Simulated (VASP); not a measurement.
Wanted: the native input for a VASP 6.6.1 run.

| Property | Result |
| --- | --- |
| Task | single point |
| Functional | PBEsol |
| Potentials or basis | VASP PAW PBE potentials, release 64 (Cu) |
| Cutoff | 520 eV |
| k mesh | 11 × 11 × 6 |
| Occupations | methfessel-paxton, width 0.05 eV |
| Spin | no spin polarisation |
| Dipole correction | no |
| Further INCAR settings | ALGO = Normal; EDIFF = 1e-07; NBANDS = 18 |

The structure of Cu lies in POSCAR:

```
Cu
1.0
    2.4341302774      0.0000000000      0.0000000000
   -1.2170651387      2.1080186564      0.0000000000
    0.0000000000      0.0000000000      4.0100909927
Cu
2
Direct
    0.3333333333      0.6666666667      0.2500000000
    0.6666666667      0.3333333333      0.7500000000
```

These files were run (other wordings do the same):

INCAR

```
SYSTEM = Cu
ALGO = Normal
EDIFF = 1E-7
ENCUT = 520
GGA = PS
ISIF = 2
ISMEAR = 1
LASPH = .True.
LCHARG = .False.
LREAL = .False.
LWAVE = .False.
NBANDS = 18
NELM = 100
PREC = Accurate
SIGMA = 0.05
```

KPOINTS

```
k-points
0
Gamma
  11 11 6
  0 0 0
```

Potentials or basis: VASP PAW PBE potentials, release 64 (Cu).

Launch:

```console
$ cat potpaw_PBE.64/Cu/POTCAR > POTCAR
$ mpirun -np 1 vasp_std > vasp.out
```

Results of the run:

* Pressure: 20.7 GPa
* Band gap on the k mesh: zero (band 11 reaches 12.96 eV, above the bottom of band 12 at 7.06 eV)

Caveat: the PAW data sets were made with another functional, which shifts forces and pressure a little.

It took 9.2 s on 1 thread of Intel(R) Xeon(R) 6975P-C (Granite Rapids), with other jobs on the host, peak memory 0.13 GiB.
